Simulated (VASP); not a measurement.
Here is a VASP 6.6.1 calculation.

The input INCAR:

```
SYSTEM = PbO
  PREC = Accurate
  ENCUT = 520
  EDIFF = 1E-7
  ISMEAR = -1
  SIGMA = 0.03
  LREAL = .FALSE.
  LASPH = .TRUE.
  NELM = 100
  ALGO = Normal
  ISIF = 2
  LWAVE = .FALSE.
  LCHARG = .FALSE.
  GGA = CA
  NBANDS = 28
```

Contents of KPOINTS:

```
Automatic mesh
0
G
  7 7 6
  0 0 0
```

File POSCAR:

```
PbO
1.0
    3.9744000000      0.0000000000      0.0000000000
    0.0000000000      3.9744000000      0.0000000000
    0.0000000000      0.0000000000      5.0722200000
Pb O
2 2
Direct
    0.0000000000      0.5000000000      0.2351000000
    0.5000000000      0.0000000000      0.7649000000
    0.0000000000      0.0000000000      0.0000000000
    0.5000000000      0.5000000000      0.0000000000
```

Potentials or basis: VASP PAW LDA potentials, release 64 (Pb_d, O).

Run with:

```bash
$ cat potpaw_LDA.64/Pb_d/POTCAR potpaw_LDA.64/O/POTCAR > POTCAR
$ mpirun -np 1 vasp_std > vasp.out
```

Predict the largest force.

0.272 eV/Å.

Predict the band gap on the k mesh.

1.44 eV (least direct gap 2.22 eV).

Predict the pressure.

-2.3 GPa.

Stress tensor (GPa, compression positive):
```
-2.38  0.00  0.00
 0.00 -2.38  0.00
 0.00  0.00 -2.23
```

Caveat: the cell differs from its parent crystal (zz strain of +1 %); spin-orbit coupling is left out, which moves the levels of the heavy elements; an odd mesh through Γ misses points on the zone boundary, where band edges can lie.
